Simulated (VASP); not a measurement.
Input of a VASP 6.6.1 run:

Contents of INCAR:

```
ALGO = Normal
EDIFF = 1E-6
ENCUT = 500
GGA_COMPAT = False
ISIF = 2
ISMEAR = 1
LASPH = True
LCHARG = False
LREAL = False
LWAVE = False
NBANDS = 13
NELM = 120
PREC = Accurate
SIGMA = 0.05
```

Contents of KPOINTS:

```
k-points
0
Gamma
  12 12 12
```

Contents of POSCAR:

```
W
1.0
    2.7407020215     -0.0000000152     -0.0000000263
   -0.9135673262      2.5839586512     -0.0000000263
   -0.9135673262     -1.2919792876      2.2377738561
W
1
Direct
    0.0000000000      0.0000000000      0.0000000000
```

Potentials or basis: VASP PAW LDA potentials, release 64 (W_sv).

Launch:

```console
$ cat potpaw_LDA.64/W_sv/POTCAR > POTCAR
$ mpirun -np 1 vasp_std > vasp.out
```

**Question.** Estimate the pressure.

**Answer.** -7.4 GPa.

**Question.** Predict the band gap on the k mesh.

**Answer.** Zero (band 7 reaches 16.48 eV, above the bottom of band 8 at 10.07 eV).

Caveat: spin-orbit coupling is left out, which moves the levels of the heavy elements.
